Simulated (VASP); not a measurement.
Input of a VASP 6.6.1 run:

File INCAR:

```
PREC     = Accurate       # precision mode
ENCUT    = 520            # plane-wave cutoff, eV
EDIFF    = 1E-6           # SCF threshold, eV
ISMEAR   = 0              # smearing method
SIGMA    = 0.05           # smearing width, eV
LREAL    = False          # projectors in reciprocal space
LASPH    = True           # aspherical terms in the spheres
NELM     = 150            # most SCF steps
ALGO     = Normal         # electronic algorithm
ISIF     = 2              # what is computed and relaxed
LWAVE    = False          # write WAVECAR
LCHARG   = True           # write CHGCAR
ISPIN    = 2              # spin polarisation
MAGMOM   = 0.6 0          # initial moments
LORBIT   = 11             # projections on sites
LMAXMIX  = 4              # l up to which the mixer works
LDAU     = True           # DFT+U
LDAUTYPE = 2            
LDAUL    = 2 -1           # shell
LDAUU    = 8 0            # U, eV
LDAUJ    = 0 0          
LDAUPRINT= 1            
LELF     = True           # ELF
LVHAR    = True         
NBANDS   = 21             # bands
```

Contents of KPOINTS:

```
Automatic mesh
0
Gamma
  7 7 7
```

File POSCAR:

```
RhN
1.0
    0.0000000000      2.4310503900      2.4310503900
    2.4310503900      0.0000000000      2.4310503900
    2.4310503900      2.4310503900      0.0000000000
Rh N
1 1
Direct
    0.0000000000      0.0000000000      0.0000000000
    0.2500000000      0.2500000000      0.2500000000
```

Potentials or basis: VASP PAW LDA potentials, release 64 (Rh_pv, N).

Run with:

```bash
$ cat potpaw_LDA.64/Rh_pv/POTCAR potpaw_LDA.64/N/POTCAR > POTCAR
$ mpirun -np 1 vasp_std > vasp.out
```

Predict the net moment.

1.60 μB per cell.

Estimate the site moments.

Rh +1.80; N -0.18 μB.

What does it give for the pressure?

-19.1 GPa.

Eigenvalues of the final occupation matrices:
```csv
site,spin,trace,eigenvalues
site 1 d,1,4.46,0.87 0.87 0.87 0.92 0.92
site 1 d,2,2.71,0.28 0.28 0.28 0.93 0.93
```

The state reached can hang on the start; a lower one may exist.
